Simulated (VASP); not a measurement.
# CdI2 (P-3m1) in VASP: single point with HSE06

Aim: the single point of CdI2 with HSE06.

Everything below comes from runs of VASP 6.6.1. Logs are shortened: lines on timing, memory, paths and dates and some standing lists are left out, and cuts for length are marked.

## Step 1: The cell of the first run

The structure is trigonal, space group P-3m1 (No. 164). The conventional cell has a = 4.248 Å, b = 4.248 Å, c = 6.884 Å, α = 90.00°, β = 90.00°, γ = 120.00°. Within 3.9 Å of Cd (site symmetry -3m) lie 6 I at 2.99 Å. Within 3.9 Å of I (site symmetry 3m) lie 3 Cd at 2.99 Å.

## Step 2: Single point, HSE06

POSCAR

```
CdI2
1.0
    4.2483568959      0.0000000000      0.0000000000
   -2.1241784480      3.6791849962      0.0000000000
    0.0000000000      0.0000000000      6.8844151795
Cd I
1 2
Direct
    0.0000000000      0.0000000000      0.0000000000
    0.3333333333      0.6666666667      0.2495592321
    0.6666666667      0.3333333333      0.7504407679
```

INCAR.step1

```
SYSTEM = CdI2
  PREC = Accurate
  ENCUT = 400
  EDIFF = 1E-5
  ISMEAR = 0
  SIGMA = 0.01
  LREAL = .False.
  LASPH = .True.
  NELM = 120
  ALGO = Normal
  ISIF = 2
  LWAVE = .True.
  GGA = PE
  NBANDS = 20
  GGA_COMPAT = .False.
  KPAR = 4
```

INCAR.step2

```
SYSTEM = CdI2
  PREC = Accurate
  ENCUT = 400
  EDIFF = 1E-6
  ISMEAR = 0
  SIGMA = 0.01
  LREAL = .False.
  LASPH = .True.
  NELM = 120
  ALGO = Normal
  ISIF = 2
  LWAVE = .False.
  LCHARG = .True.
  GGA = PE
  LHFCALC = .True.
  HFSCREEN = 0.2079
  PRECFOCK = Normal
  LVHAR = .True.
  ISTART = 1
  NBANDS = 20
  GGA_COMPAT = .False.
  KPAR = 4
```

KPOINTS

```
regular mesh
0
Gamma
  6 6 4
  0 0 0
```

Potentials or basis: VASP PAW PBE potentials, release 64 (Cd, I).

The run is started by

```sh
$ cat potpaw_PBE.64/Cd/POTCAR potpaw_PBE.64/I/POTCAR > POTCAR
$ cp INCAR.step1 INCAR
$ mpirun -np 4 vasp_std > vasp.out
$ cp INCAR.step2 INCAR
$ mpirun -np 4 vasp_std > vasp.out
```

OUTCAR:

```text
SYSTEM = CdI2
   PREC = Accurate
   ENCUT = 400
   EDIFF = 1E-6
   ISMEAR = 0
   LREAL = .False.
   LASPH = .True.
   NELM = 120
   ISIF = 2
   GGA = PE
   LHFCALC = .True.
   HFSCREEN = 0.2079
   PRECFOCK = Normal
   ISTART = 1

 ion  position               nearest neighbor table
   1  0.000  0.000  0.000-   2 2.99   3 2.99   3 2.99   2 2.99   3 2.99   2 2.99
   2  0.333  0.667  0.250-   1 2.99   1 2.99   1 2.99
   3  0.667  0.333  0.750-   1 2.99   1 2.99   1 2.99

  LATTYP: Found a hexagonal cell.
 ALAT       =     4.2483568959
 C/A-ratio  =     1.6204888968

  Lattice vectors:

 A1 = (   4.2483568959,   0.0000000000,   0.0000000000)
 A2 = (  -2.1241784480,   3.6791849962,   0.0000000000)
 A3 = (   0.0000000000,   0.0000000000,   6.8844151795)

Analysis of symmetry for initial positions (statically):
=====================================================================
 Subroutine PRICEL returns:
 Original cell was already a primitive cell.

 Routine SETGRP: Setting up the symmetry group for a
 hexagonal supercell.

 Subroutine GETGRP returns: Found 12 space group operations
 (whereof 12 operations were pure point group operations)
 out of a pool of 24 trial point group operations.

The static configuration has the point symmetry D_3d.

Analysis of symmetry for dynamics (positions and initial velocities):
=====================================================================
 Subroutine PRICEL returns:
 Original cell was already a primitive cell.

 Routine SETGRP: Setting up the symmetry group for a
 hexagonal supercell.

 Subroutine GETGRP returns: Found 12 space group operations
 (whereof 12 operations were pure point group operations)
 out of a pool of 24 trial point group operations.

The dynamic configuration has the point symmetry D_3d.

 Subroutine INISYM returns: Found 12 space group operations
 (whereof 12 operations are pure point group operations),
 and found     1 'primitive' translations

----------------------------------------------------------------------------------------

                                     Primitive cell

  volume of cell :     107.6068

  direct lattice vectors                    reciprocal lattice vectors
     4.248356896  0.000000000  0.000000000     0.235385121  0.135899663  0.000000000
    -2.124178448  3.679184996  0.000000000     0.000000000  0.271799325  0.000000000
     0.000000000  0.000000000  6.884415180     0.000000000  0.000000000  0.145255621

  length of vectors
     4.248356896  4.248356896  6.884415180     0.271799325  0.271799325  0.145255621

  position of ions in fractional coordinates (direct lattice)
     0.000000000  0.000000000  0.000000000
     0.333333333  0.666666667  0.249559232
     0.666666667  0.333333333  0.750440768

  ion indices of the primitive-cell ions
   primitive index   ion index
                 1           1
                 2           2
                 3           3

----------------------------------------------------------------------------------------

 KPOINTS: regular mesh

Automatic generation of k-mesh.
 Grid dimensions read from file:
 generate k-points for:    6    6    4

 Generating k-lattice:

  Cartesian coordinates                     Fractional coordinates (reciprocal lattice)
     0.039230853  0.022649944  0.000000000     0.166666667  0.000000000  0.000000000
     0.000000000  0.045299888  0.000000000     0.000000000  0.166666667  0.000000000
     0.000000000  0.000000000  0.036313905     0.000000000  0.000000000  0.250000000

  Length of vectors
     0.045299888  0.045299888  0.036313905

  Shift w.r.t. Gamma in fractional coordinates (k-lattice)
     0.000000000  0.000000000  0.000000000

 Subroutine IBZKPT returns following result:
 ===========================================

 Found     24 irreducible k-points:

 Following reciprocal coordinates:
            Coordinates               Weight
  0.000000  0.000000  0.000000      1.000000
  0.166667  0.000000  0.000000      6.000000
  0.333333  0.000000  0.000000      6.000000
  0.500000  0.000000  0.000000      3.000000
  0.166667  0.166667  0.000000      6.000000
  0.333333  0.166667  0.000000     12.000000
[... 16 lines left out ...]
  0.333333  0.166667  0.500000     12.000000
  0.333333  0.333333  0.500000      2.000000
   k-points           NKPTS =     24   k-points in BZ     NKDIM =    144   number of bands    NBANDS=     20
   number of dos      NEDOS =    301   number of ions     NIONS =      3
   total plane-waves  NPLWV =  37632
   dimension x,y,z NGX =    28 NGY =   28 NGZ =   48
   dimension x,y,z NGXF=    56 NGYF=   56 NGZF=   96
   ions per type =               1   2
   NGX,Y,Z   is equivalent  to a cutoff of  10.96, 10.96, 11.59 a.u.
   NGXF,Y,Z  is equivalent  to a cutoff of  21.91, 21.91, 23.18 a.u.
 SYSTEM =  CdI2
   PREC   = accura    normal or accurate (medium, high low for compatibility)
   ISTART =      1    job   : 0-new  1-cont  2-samecut
   ICHARG =      0    charge: 1-file 2-atom 10-const
   ISPIN  =      1    spin polarized calculation?
   LNONCOLLINEAR =      F non collinear calculations
   LSORBIT =      F    spin-orbit coupling
   LASPH  =      T    aspherical Exc in radial PAW
   ENCUT  =  400.0 eV  29.40 Ry    5.42 a.u.   6.93  6.93 11.23*2*pi/ulx,y,z
   NELM   =    120;   NELMIN=  2; NELMDL=  0     # of ELM steps
   EDIFF  = 0.1E-05   stopping-criterion for ELM
   LREAL  =      F    real-space projection
   EDIFFG = 0.1E-04   stopping-criterion for IOM
   NSW    =      0    number of steps for IOM
   IBRION =     -1    ionic relax: 0-MD 1-quasi-New 2-CG
   NFREE  =      0    steps in history (QN), initial steepest desc. (CG)
   ISIF   =      2    stress and relaxation
   ISYM   =      3    0-nonsym 1-usesym 2-fastsym
   POTIM  = 0.5000    time-step for ionic-motion
   TEBEG  =    0.0;   TEEND  =   0.0 temperature during run
   PSTRESS=    0.0 pullay stress
   NELECT =      26.0000    total number of electrons
   NUPDOWN=      -1.0000    fix difference up-down
   EMIN   =  10.00;   EMAX   =-10.00  energy-range for DOS
   EFERMI =   0.00;   METHOD = LEGACY
   ISMEAR =     0;   SIGMA  =   0.01  broadening in eV -4-tet -1-fermi 0-gaus
   EFERMI_NEDOS =   21; number of points for ismear=-14 and -15
   IALGO  =     38    algorithm
   IMIX   =      1    mixing-type and parameters
     AMIX     =   0.40;   BMIX     =  1.00
     AMIX_MAG =   1.60;   BMIX_MAG =  1.00
  volume/ion in A,a.u.               =      35.87       242.06
  Fermi-wavevector in a.u.,A,eV,Ry     =   1.019654  1.926866 14.145893  1.039694
  Thomas-Fermi vector in A             =   2.153180
   LORBIT       =      0    0 simple, 1 ext, 2 COOP (PROOUT), +10 PAW based schemes
   GGA     = PE    functional components
   LHFCALC =     T    Hartree Fock is set to
   PRECFOCK=normal    Normal, Fast or Accurate (Low or Medium for compatibility)
   ENCUT4O =  -1.0   cutoff for four orbital integrals eV
   NKREDX  =     1    reduce k-point grid by
   NKREDY  =     1    reduce k-point grid by
   NKREDZ  =     1    reduce k-point grid by
   AEXX    =    0.2500 exact exchange contribution
   HFSCREEN=    0.2079 screening length (either q_TF or 0.3 A-1)
   HFSCREENC=   0.2079 screening length for correlation (either q_TF or 0.3 A-1)
   ENCUTFOCK=  -1.0 apply spherical cutoff to Coloumb kernel
   IVDW    =     0    specifies the selected vdW correction
   LEPSILON=     F    determine dielectric tensor
   LRPA    =     F    only Hartree local field effects (RPA)
 non-spin polarized calculation
 Gauss-broadening in eV      SIGMA  =   0.01
  energy-cutoff  :      400.00
  volume of cell :      107.61
 maximum number of plane-waves:      1971
  NGX = 24; NGY = 24; NGZ = 36

 number of electron      26.0000012 magnetization

 Free energy of the ion-electron system (eV)
  ---------------------------------------------------
  ext. energy  EPLUGINS =         0.00000000
  ---------------------------------------------------
  free energy    TOTEN  =        -7.07251789 eV

  energy without entropy =       -7.07251789  energy(sigma->0) =       -7.07251789

 E-fermi :   1.3687     XC(G=0):  -7.1372

 val. band max:        1.3024953729   @ k =   0.1667   0.0000   0.2500
 cond. band min:       4.6415950385   @ k =   0.5000   0.0000   0.5000
 fundamental gap:      3.3390996656
 Fermi energy:         1.3686684031

 k-point     1 :       0.0000    0.0000    0.0000
  band No.  band energies     occupation
      1     -11.8299      2.00000
      2     -11.0468      2.00000
      3      -7.5434      2.00000
      4      -7.5434      2.00000
      5      -7.3996      2.00000
      6      -7.3286      2.00000
[... 12 lines left out ...]
     19      11.5430      0.00000
     20      11.5841      0.00000

 k-point     2 :       0.1667    0.0000    0.0000
  band No.  band energies     occupation
      1     -11.6820      2.00000
      2     -11.0333      2.00000
      3      -7.5271      2.00000
      4      -7.4653      2.00000
      5      -7.3747      2.00000
      6      -7.3329      2.00000
[... 12 lines left out ...]
     19      10.5350      0.00000
     20      11.5828      0.00000

 k-point     3 :       0.3333    0.0000    0.0000
  band No.  band energies     occupation
      1     -11.3425      2.00000
      2     -11.0187      2.00000
      3      -7.5099      2.00000
      4      -7.4005      2.00000
      5      -7.3263      2.00000
      6      -7.2921      2.00000
[... 12 lines left out ...]
     19      10.9091      0.00000
     20      11.5581      0.00000

 k-point     4 :       0.5000    0.0000    0.0000
  band No.  band energies     occupation
      1     -11.0884      2.00000
      2     -11.0748      2.00000
      3      -7.5085      2.00000
      4      -7.4095      2.00000
      5      -7.3129      2.00000
      6      -7.2685      2.00000
[... 12 lines left out ...]
     19      11.5848      0.00000
     20      12.1159      0.00000

 k-point     5 :       0.1667    0.1667    0.0000
  band No.  band energies     occupation
      1     -11.4372      2.00000
      2     -11.0174      2.00000
      3      -7.5027      2.00000
      4      -7.3829      2.00000
      5      -7.3477      2.00000
      6      -7.3017      2.00000
[... 12 lines left out ...]
     19       9.5396      0.00000
     20      11.9582      0.00000

 k-point     6 :       0.3333    0.1667    0.0000
  band No.  band energies     occupation
      1     -11.1434      2.00000
      2     -11.0217      2.00000
      3      -7.4630      2.00000
      4      -7.3819      2.00000
      5      -7.3163      2.00000
      6      -7.2829      2.00000
[... 12 lines left out ...]
     19      10.7927      0.00000
     20      11.7146      0.00000

 k-point     7 :       0.3333    0.3333    0.0000
  band No.  band energies     occupation
      1     -11.0311      2.00000
      2     -11.0311      2.00000
      3      -7.3591      2.00000
      4      -7.3591      2.00000
      5      -7.3003      2.00000
      6      -7.2802      2.00000
[... 12 lines left out ...]
     19      10.7342      0.00000
     20      10.7342      0.00000
[... 277 lines left out ...]
 k-point    20 :       0.3333    0.0000    0.5000
  band No.  band energies     occupation
      1     -11.2371      2.00000
      2     -11.1268      2.00000
      3      -7.5110      2.00000
      4      -7.4053      2.00000
      5      -7.3230      2.00000
      6      -7.2923      2.00000
[... 12 lines left out ...]
     19      11.5623      0.00000
     20      11.7915      0.00000

 k-point    21 :       0.5000    0.0000    0.5000
  band No.  band energies     occupation
      1     -11.1529      2.00000
      2     -10.9999      2.00000
      3      -7.5100      2.00000
      4      -7.4131      2.00000
      5      -7.3083      2.00000
      6      -7.2686      2.00000
[... 12 lines left out ...]
     19      11.8814      0.00000
     20      12.2642      0.00000

 k-point    22 :       0.1667    0.1667    0.5000
  band No.  band energies     occupation
      1     -11.2940      2.00000
      2     -11.1722      2.00000
      3      -7.4983      2.00000
      4      -7.3963      2.00000
      5      -7.3457      2.00000
      6      -7.3158      2.00000
[... 12 lines left out ...]
     19      10.4067      0.00000
     20      11.3349      0.00000

 k-point    23 :       0.3333    0.1667    0.5000
  band No.  band energies     occupation
      1     -11.1187      2.00000
      2     -11.0419      2.00000
      3      -7.4552      2.00000
      4      -7.3840      2.00000
      5      -7.3137      2.00000
      6      -7.2832      2.00000
[... 12 lines left out ...]
     19      10.5818      0.00000
     20      11.8847      0.00000

 k-point    24 :       0.3333    0.3333    0.5000
  band No.  band energies     occupation
      1     -11.0304      2.00000
      2     -11.0304      2.00000
      3      -7.3535      2.00000
      4      -7.3535      2.00000
      5      -7.2988      2.00000
      6      -7.2737      2.00000
[... 12 lines left out ...]
     19      11.3906      0.00000
     20      11.3906      0.00000

------------------------ aborting loop because EDIFF is reached ----------------------------------------

  FORCE on cell =-STRESS in cart. coord.  units (eV):
  Direction    XX          YY          ZZ          XY          YZ          ZX
  --------------------------------------------------------------------------------------
  -------------------------------------------------------------------------------------
  Total        0.4460843      0.4460843      0.3903124     -0.0000000      0.0000000     -0.0000000
  in kB        6.6418310      6.6418310      5.8114337     -0.0000000      0.0000000     -0.0000000
  external PRESSURE =       6.3650319 kB  Pullay stress =       0.0000000 kB

 VOLUME and BASIS-vectors are now :
 -----------------------------------------------------------------------------
  energy-cutoff  :      400.00
  volume of cell :      107.61
      direct lattice vectors                 reciprocal lattice vectors
     4.248356896  0.000000000  0.000000000     0.235385121  0.135899663  0.000000000
    -2.124178448  3.679184996  0.000000000     0.000000000  0.271799325  0.000000000
     0.000000000  0.000000000  6.884415180     0.000000000  0.000000000  0.145255621

 POSITION                                       TOTAL-FORCE (eV/Angst)
 -----------------------------------------------------------------------------------
      0.00000      0.00000      0.00000         0.000000      0.000000      0.000000
     -0.00000      2.45279      1.71807        -0.000000     -0.000000     -0.061460
      2.12418      1.22639      5.16635         0.000000      0.000000      0.061460
 -----------------------------------------------------------------------------------
    total drift:                               -0.000000     -0.000000     -0.000000

  FREE ENERGIE OF THE ION-ELECTRON SYSTEM (eV)
  ---------------------------------------------------
  free  energy   TOTEN  =        -7.0725178943 eV

  energy  without entropy=       -7.0725178943  energy(sigma->0) =       -7.07251789
```

It took 16 min on 4 MPI ranks of Intel Xeon 6975P-C (Granite Rapids), shared host; peak memory 0.32 GiB.

What came out:

| Quantity | Value |
| --- | --- |
| Free energy | -7.0725 eV |
| Pressure | 0.6 GPa |
| Largest force | 0.061 eV/Å |
| Band gap on the k mesh | 3.34 eV, indirect (least direct gap 3.60 eV) |

Forces on the atoms (eV/Å):
```
Cd   0.000  0.000  0.000
I    0.000  0.000 -0.061
I    0.000  0.000  0.061
```

Caveat: the PAW data sets were made with another functional, which shifts forces and pressure a little; spin-orbit coupling is left out, which moves the levels of the heavy elements; this functional lacks dispersion, which binds the layers, so the pressure and a relaxed spacing across them are unreliable. A k mesh can miss the band edges.
